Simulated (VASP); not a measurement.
# WC (P1) in VASP: notebook

Runs on WC. Level: PBE. Tasks: single point.

All numbers are computed with VASP 6.6.1; they aren't measurements. Logs are shortened: lines on timing, memory, paths and dates and some standing lists are left out, and cuts for length are marked.

### Step 1. The cell of the first run

The typed cell holds 2 atoms: a = 2.901 Å, b = 2.901 Å, c = 2.829 Å, α = 90.00°, β = 90.00°, γ = 120.00°.

### Step 2. Single point, PBE (atom 2 (C) moved by (-0.300, -0.300) A along x and z)

Contents of INCAR:

```
ALGO = Normal
EDIFF = 1E-6
ENCUT = 520
GGA = PE
ISIF = 2
ISMEAR = 0
LASPH = True
LCHARG = False
LREAL = False
LWAVE = False
NBANDS = 16
NELM = 100
PREC = Accurate
SIGMA = 0.15
```

Contents of KPOINTS:

```
k-points
0
Gamma
  18 18 16
```

Contents of POSCAR:

```
WC
1.0
    2.9005014360      0.0000000000      0.0000000000
   -1.4502507180      2.5119079273      0.0000000000
    0.0000000000      0.0000000000      2.8290000000
W C
1 1
Direct
    0.0000000000      0.0000000000      0.0000000000
    0.5632362748      0.3333333333      0.3939554613
```

Potentials or basis: VASP PAW PBE potentials, release 64 (W_sv, C).

Run with:

```sh
cat potpaw_PBE.64/W_sv/POTCAR potpaw_PBE.64/C/POTCAR > POTCAR
mpirun -np 1 vasp_std > vasp.out
```

OUTCAR:

```text
EDIFF = 1E-6
   ENCUT = 520
   GGA = PE
   ISIF = 2
   ISMEAR = 0
   LASPH = True
   LREAL = False
   NELM = 100
   PREC = Accurate

 ion  position               nearest neighbor table
   1  0.000  0.000  0.000-   2 1.81   2 2.03   2 2.23   2 2.24   2 2.42   2 2.59
   2  0.563  0.333  0.394-   1 1.81   1 2.03   1 2.23   1 2.24   1 2.42   1 2.59

  LATTYP: Found a hexagonal cell.
 ALAT       =     2.9005014360
 C/A-ratio  =     0.9753485949

  Lattice vectors:

 A1 = (   2.9005014360,   0.0000000000,   0.0000000000)
 A2 = (  -1.4502507180,   2.5119079273,   0.0000000000)
 A3 = (   0.0000000000,   0.0000000000,   2.8290000000)

Analysis of symmetry for initial positions (statically):
=====================================================================
 Subroutine PRICEL returns:
 Original cell was already a primitive cell.

 Routine SETGRP: Setting up the symmetry group for a
 hexagonal supercell.

 Subroutine GETGRP returns: Found  1 space group operations
 (whereof  1 operations were pure point group operations)
 out of a pool of 24 trial point group operations.

The static configuration has the point symmetry C_1 .

Analysis of symmetry for dynamics (positions and initial velocities):
=====================================================================
 Subroutine PRICEL returns:
 Original cell was already a primitive cell.

 Routine SETGRP: Setting up the symmetry group for a
 hexagonal supercell.

 Subroutine GETGRP returns: Found  1 space group operations
 (whereof  1 operations were pure point group operations)
 out of a pool of 24 trial point group operations.

The dynamic configuration has the point symmetry C_1 .

 Subroutine INISYM returns: Found  1 space group operations
 (whereof  1 operations are pure point group operations),
 and found     1 'primitive' translations

----------------------------------------------------------------------------------------

                                     Primitive cell

  volume of cell :      20.6115

  direct lattice vectors                    reciprocal lattice vectors
     2.900501436  0.000000000  0.000000000     0.344767973  0.199051882  0.000000000
    -1.450250718  2.511907927  0.000000000     0.000000000  0.398103764  0.000000000
     0.000000000  0.000000000  2.829000000     0.000000000  0.000000000  0.353481796

  length of vectors
     2.900501436  2.900501436  2.829000000     0.398103764  0.398103764  0.353481796

  position of ions in fractional coordinates (direct lattice)
     0.000000000  0.000000000  0.000000000
     0.563236275  0.333333333  0.393955461

  ion indices of the primitive-cell ions
   primitive index   ion index
                 1           1
                 2           2

----------------------------------------------------------------------------------------

 KPOINTS: k-points

Automatic generation of k-mesh.
 Grid dimensions read from file:
 generate k-points for:   18   18   16

 Generating k-lattice:

  Cartesian coordinates                     Fractional coordinates (reciprocal lattice)
     0.019153776  0.011058438  0.000000000     0.055555556  0.000000000  0.000000000
     0.000000000  0.022116876  0.000000000     0.000000000  0.055555556  0.000000000
     0.000000000  0.000000000  0.022092612     0.000000000  0.000000000  0.062500000

  Length of vectors
     0.022116876  0.022116876  0.022092612

  Shift w.r.t. Gamma in fractional coordinates (k-lattice)
     0.000000000  0.000000000  0.000000000

 Subroutine IBZKPT returns following result:
 ===========================================

 Found   2596 irreducible k-points:

 Following reciprocal coordinates:
            Coordinates               Weight
  0.000000  0.000000  0.000000      1.000000
  0.055556  0.000000  0.000000      2.000000
  0.000000  0.055556  0.000000      2.000000
 -0.055556  0.055556  0.000000      2.000000
  0.111111  0.000000  0.000000      2.000000
  0.000000  0.111111  0.000000      2.000000
[... 16 lines left out ...]
  0.444444 -0.000000  0.000000      2.000000
  0.000000  0.444444  0.000000      2.000000
 [... further k-points ...]
   k-points           NKPTS =   2596   k-points in BZ     NKDIM =   2596   number of bands    NBANDS=     16
   number of dos      NEDOS =    301   number of ions     NIONS =      2
   total plane-waves  NPLWV =  13824
   dimension x,y,z NGX =    24 NGY =   24 NGZ =   24
   dimension x,y,z NGXF=    48 NGYF=   48 NGZF=   48
   ions per type =               1   1
   NGX,Y,Z   is equivalent  to a cutoff of  13.76, 13.76, 14.10 a.u.
   NGXF,Y,Z  is equivalent  to a cutoff of  27.51, 27.51, 28.21 a.u.
 SYSTEM =  unknown system
   PREC   = accura    normal or accurate (medium, high low for compatibility)
   ISTART =      0    job   : 0-new  1-cont  2-samecut
   ICHARG =      2    charge: 1-file 2-atom 10-const
   ISPIN  =      1    spin polarized calculation?
   LNONCOLLINEAR =      F non collinear calculations
   LSORBIT =      F    spin-orbit coupling
   LASPH  =      T    aspherical Exc in radial PAW
   ENCUT  =  520.0 eV  38.22 Ry    6.18 a.u.   5.39  5.39  5.26*2*pi/ulx,y,z
   NELM   =    100;   NELMIN=  2; NELMDL= -5     # of ELM steps
   EDIFF  = 0.1E-05   stopping-criterion for ELM
   LREAL  =      F    real-space projection
   EDIFFG = 0.1E-04   stopping-criterion for IOM
   NSW    =      0    number of steps for IOM
   IBRION =     -1    ionic relax: 0-MD 1-quasi-New 2-CG
   NFREE  =      0    steps in history (QN), initial steepest desc. (CG)
   ISIF   =      2    stress and relaxation
   ISYM   =      2    0-nonsym 1-usesym 2-fastsym
   POTIM  = 0.5000    time-step for ionic-motion
   TEBEG  =    0.0;   TEEND  =   0.0 temperature during run
   PSTRESS=    0.0 pullay stress
   NELECT =      18.0000    total number of electrons
   NUPDOWN=      -1.0000    fix difference up-down
   EMIN   =  10.00;   EMAX   =-10.00  energy-range for DOS
   EFERMI =   0.00;   METHOD = LEGACY
   ISMEAR =     0;   SIGMA  =   0.15  broadening in eV -4-tet -1-fermi 0-gaus
   EFERMI_NEDOS =   21; number of points for ismear=-14 and -15
   IALGO  =     38    algorithm
   IMIX   =      4    mixing-type and parameters
     AMIX     =   0.40;   BMIX     =  1.00
     AMIX_MAG =   1.60;   BMIX_MAG =  1.00
  volume/ion in A,a.u.               =      10.31        69.55
  Fermi-wavevector in a.u.,A,eV,Ry     =   1.564813  2.957068 33.315762  2.448639
  Thomas-Fermi vector in A             =   2.667381
   LORBIT       =      0    0 simple, 1 ext, 2 COOP (PROOUT), +10 PAW based schemes
   GGA     = PE    functional components
   LHFCALC =     F    Hartree Fock is set to
   AEXX    =    0.0000 exact exchange contribution
   IVDW    =     0    specifies the selected vdW correction
   LEPSILON=     F    determine dielectric tensor
   LRPA    =     F    only Hartree local field effects (RPA)
 non-spin polarized calculation
 Gauss-broadening in eV      SIGMA  =   0.15
  energy-cutoff  :      520.00
  volume of cell :       20.61
 maximum number of plane-waves:       580
 NGX is ok and might be reduce to    24
   NGX = 11   NGY = 11   NGZ = 11

 number of electron      18.0000001 magnetization

 Free energy of the ion-electron system (eV)
  ---------------------------------------------------
  ext. energy  EPLUGINS =         0.00000000
  ---------------------------------------------------
  free energy    TOTEN  =       -20.82393408 eV

  energy without entropy =      -20.81989552  energy(sigma->0) =      -20.82191480

 E-fermi :  11.5566     XC(G=0): -13.7545

 val. band max:       11.5559006675   @ k =   0.0000   0.1667   0.3750
 cond. band min:      11.5582719152   @ k =   0.0556   0.0000   0.5000
 fundamental gap:      0.0023712477
 Fermi energy:        11.5566363986

 k-point     1 :       0.0000    0.0000    0.0000
  band No.  band energies     occupation
      1     -62.5928      2.00000
      2     -26.7547      2.00000
      3     -26.5705      2.00000
      4     -26.5053      2.00000
      5      -3.2886      2.00000
      6       5.6580      2.00000
[... 8 lines left out ...]
     15      23.8575      0.00000
     16      26.9084      0.00000

 k-point     2 :       0.0556    0.0000    0.0000
  band No.  band energies     occupation
      1     -62.5909      2.00000
      2     -26.7653      2.00000
      3     -26.5830      2.00000
      4     -26.5141      2.00000
      5      -3.1973      2.00000
      6       5.6675      2.00000
[... 8 lines left out ...]
     15      23.9870      0.00000
     16      27.0526      0.00000

 k-point     3 :       0.0000    0.0556    0.0000
  band No.  band energies     occupation
      1     -62.5910      2.00000
      2     -26.7595      2.00000
      3     -26.5872      2.00000
      4     -26.5150      2.00000
      5      -3.2029      2.00000
      6       5.6821      2.00000
[... 8 lines left out ...]
     15      23.9417      0.00000
     16      26.7950      0.00000

 k-point     4 :      -0.0556    0.0556    0.0000
  band No.  band energies     occupation
      1     -62.5910      2.00000
      2     -26.7571      2.00000
      3     -26.5742      2.00000
      4     -26.5291      2.00000
      5      -3.2144      2.00000
      6       5.6946      2.00000
[... 8 lines left out ...]
     15      23.7790      0.00000
     16      27.0470      0.00000

 k-point     5 :       0.1111    0.0000    0.0000
  band No.  band energies     occupation
      1     -62.5854      2.00000
      2     -26.8100      2.00000
      3     -26.6071      2.00000
      4     -26.5360      2.00000
      5      -2.9304      2.00000
      6       5.6412      2.00000
[... 8 lines left out ...]
     15      24.3524      0.00000
     16      27.4394      0.00000

 k-point     6 :       0.0000    0.1111    0.0000
  band No.  band energies     occupation
      1     -62.5855      2.00000
      2     -26.7838      2.00000
      3     -26.6334      2.00000
      4     -26.5330      2.00000
      5      -2.9531      2.00000
      6       5.7055      2.00000
[... 8 lines left out ...]
     15      24.1566      0.00000
     16      26.6136      0.00000

 k-point     7 :      -0.1111    0.1111    0.0000
  band No.  band energies     occupation
      1     -62.5857      2.00000
      2     -26.7684      2.00000
      3     -26.6046      2.00000
      4     -26.5722      2.00000
      5      -2.9994      2.00000
      6       5.7638      2.00000
[... 8 lines left out ...]
     15      23.6257      0.00000
     16      27.4016      0.00000

 k-point     8 :       0.1667    0.0000    0.0000
  band No.  band energies     occupation
      1     -62.5770      2.00000
      2     -26.9067      2.00000
      3     -26.6184      2.00000
      4     -26.5650      2.00000
      5      -2.5077      2.00000
      6       5.4490      2.00000
[... 8 lines left out ...]
     15      24.8910      0.00000
     16      27.9342      0.00000

 k-point     9 :       0.0000    0.1667    0.0000
  band No.  band energies     occupation
      1     -62.5772      2.00000
      2     -26.8586      2.00000
      3     -26.6769      2.00000
      4     -26.5486      2.00000
      5      -2.5604      2.00000
      6       5.5735      2.00000
[... 8 lines left out ...]
     15      24.3945      0.00000
     16      26.6377      0.00000
[... 172 lines left out ...]
 k-point    19 :      -0.3333    0.3333    0.0000
  band No.  band energies     occupation
      1     -62.5469      2.00000
      2     -27.1741      2.00000
      3     -26.7992      2.00000
      4     -26.5643      2.00000
      5      -1.3790      2.00000
      6       4.8240      2.00000
[... 8 lines left out ...]
     15      24.4136      0.00000
     16      27.7487      0.00000

 k-point    20 :       0.3889   -0.0000    0.0000
  band No.  band energies     occupation
      1     -62.5368      2.00000
      2     -27.4436      2.00000
      3     -26.7065      2.00000
      4     -26.5600      2.00000
      5      -0.0398      2.00000
      6       3.7947      2.00000
[... 8 lines left out ...]
     15      26.2380      0.00000
     16      27.7018      0.00000

 k-point    21 :       0.0000    0.3889    0.0000
  band No.  band energies     occupation
      1     -62.5375      2.00000
      2     -27.3746      2.00000
      3     -26.7751      2.00000
      4     -26.5410      2.00000
      5      -0.4110      2.00000
      6       4.2264      2.00000
[... 8 lines left out ...]
     15      24.8125      0.00000
     16      26.4030      0.00000

 k-point    22 :      -0.3889    0.3889    0.0000
  band No.  band energies     occupation
      1     -62.5388      2.00000
      2     -27.2795      2.00000
      3     -26.8226      2.00000
      4     -26.5546      2.00000
      5      -1.0314      2.00000
      6       4.7297      2.00000
[... 8 lines left out ...]
     15      24.7863      0.00000
     16      26.5547      0.00000

 k-point    23 :       0.4444   -0.0000    0.0000
  band No.  band energies     occupation
      1     -62.5312      2.00000
      2     -27.5164      2.00000
      3     -26.7243      2.00000
      4     -26.5507      2.00000
      5       0.4401      2.00000
      6       3.5239      2.00000
[... 8 lines left out ...]
     15      25.7178      0.00000
     16      28.0738      0.00000

 k-point    24 :       0.0000    0.4444    0.0000
  band No.  band energies     occupation
      1     -62.5320      2.00000
      2     -27.4458      2.00000
      3     -26.7901      2.00000
      4     -26.5344      2.00000
      5      -0.0548      2.00000
      6       4.1083      2.00000
[... 8 lines left out ...]
     15      24.5932      0.00000
     16      26.0548      0.00000

 [... further k-points ...]
[... 5 lines left out ...]
  --------------------------------------------------------------------------------------
  -------------------------------------------------------------------------------------
  Total        5.5818951      5.0443969      7.2469958      3.6634518      1.7931064      4.4971559
  in kB      433.8928613    392.1119550    563.3247647    284.7680853    139.3820678    349.5737238
  external PRESSURE =     463.1098603 kB  Pullay stress =       0.0000000 kB

 VOLUME and BASIS-vectors are now :
 -----------------------------------------------------------------------------
  energy-cutoff  :      520.00
  volume of cell :       20.61
      direct lattice vectors                 reciprocal lattice vectors
     2.900501436  0.000000000  0.000000000     0.344767973  0.199051882  0.000000000
    -1.450250718  2.511907927  0.000000000     0.000000000  0.398103764  0.000000000
     0.000000000  0.000000000  2.829000000     0.000000000  0.000000000  0.353481796

 POSITION                                       TOTAL-FORCE (eV/Angst)
 -----------------------------------------------------------------------------------
      0.00000      0.00000      0.00000        -5.855084     -1.705108     -6.251726
      1.15025      0.83730      1.11450         5.855084      1.705108      6.251726
 -----------------------------------------------------------------------------------
    total drift:                                0.000268      0.000293      0.000630

  FREE ENERGIE OF THE ION-ELECTRON SYSTEM (eV)
  ---------------------------------------------------
  free  energy   TOTEN  =       -20.8239340775 eV

  energy  without entropy=      -20.8198955236  energy(sigma->0) =      -20.82191480
```

Run time: 4.9 min. Hardware: 1 thread of Intel Xeon Platinum 8488C (Sapphire Rapids), shared host; peak memory 0.88 GiB.

Results:

```
Free energy            : -20.8239 eV
Pressure               : 46.3 GPa
Largest force          : 8.733 eV/Å
Band gap on the k mesh : zero (band 9 reaches 12.45 eV, above the bottom of band 10 at 11.30 eV)
```

Forces in eV/Å, atoms in the order of the input:
```
W   -5.855 -1.705 -6.252
C    5.855  1.705  6.252
```

Stress tensor (GPa, compression positive):
```
43.39 28.48 34.96
28.48 39.21 13.94
34.96 13.94 56.33
```

Caveat: the cell differs from its parent crystal (atom 2 (C) moved by (-0.300, -0.300) A along x and z); spin-orbit coupling is left out, which moves the levels of the heavy elements; forces of over 1 eV/Å act on the atoms, so gaps and moduli don't describe the material at rest.

### Step 3. Single point, PBE (atom 2 (C) moved by (-0.300, -0.150) A along x and z)

Contents of INCAR:

```
ALGO = Normal
EDIFF = 1E-6
ENCUT = 520
GGA = PE
ISIF = 2
ISMEAR = 0
LASPH = T
LCHARG = F
LREAL = F
LWAVE = F
NBANDS = 16
NELM = 100
PREC = Accurate
SIGMA = 0.15
```

KPOINTS is that of step 2.

Edit POSCAR of step 2 so:

```diff
@@ -9,2 +9,2 @@
     0.0000000000      0.0000000000      0.0000000000
-    0.5632362748      0.3333333333      0.3939554613
+    0.5632362748      0.3333333333      0.4469777306
```

Potentials or basis: VASP PAW PBE potentials, release 64 (W_sv, C).

Run with:

```sh
cat potpaw_PBE.64/W_sv/POTCAR potpaw_PBE.64/C/POTCAR > POTCAR
mpirun -np 1 vasp_std > vasp.out
```

Wall time 4.9 min (1 thread of Intel Xeon Platinum 8488C (Sapphire Rapids), shared host); peak memory 0.89 GiB.

The run converged. Its results:

```
Free energy            : -21.5145 eV
Pressure               : 29.3 GPa
Largest force          : 5.779 eV/Å
Band gap on the k mesh : zero (band 9 reaches 12.51 eV, above the bottom of band 10 at 11.14 eV)
```

Forces in eV/Å, atoms in the order of the input:
```
W   -4.817 -1.142 -2.981
C    4.817  1.142  2.981
```

Stress tensor (GPa, compression positive):
```
24.54 16.72 18.25
16.72 22.86  7.14
18.25  7.14 40.62
```

Levels at points of the mesh, in eV from the Fermi level:
```csv
k point,band 5,band 6,band 7,band 8,band 9,band 10,band 11,band 12,band 13,band 14
"(0.00, 0.00, 0.00)",-14.81,-5.28,-3.94,-3.10,-0.21,2.20,3.31,4.05,5.34,8.53
"(0.50, 0.00, 0.00)",-10.72,-8.24,-4.79,-4.26,-0.30,2.50,3.75,4.73,7.31,10.83
"(0.00, 0.50, 0.00)",-11.33,-7.45,-5.13,-4.21,0.50,2.23,4.08,5.05,6.98,9.89
"(0.50, 0.50, 0.00)",-12.13,-6.67,-4.67,-3.00,-0.74,2.02,4.43,4.98,5.17,10.02
"(0.00, 0.00, 0.50)",-10.86,-8.85,-4.07,-1.66,-0.83,0.04,1.84,3.82,7.09,10.06
"(0.50, 0.00, 0.50)",-12.28,-6.13,-4.12,-3.69,-0.82,4.21,5.09,5.57,8.66,9.83
"(0.00, 0.50, 0.50)",-11.83,-6.58,-4.76,-3.70,-0.29,3.73,4.58,5.06,8.83,10.04
"(0.50, 0.50, 0.50)",-10.93,-7.54,-5.65,-4.96,1.04,4.11,4.94,5.98,8.65,9.77
```

Caveat: the cell differs from its parent crystal (atom 2 (C) moved by (-0.300, -0.150) A along x and z); spin-orbit coupling is left out, which moves the levels of the heavy elements; forces of over 1 eV/Å act on the atoms, so gaps and moduli don't describe the material at rest.
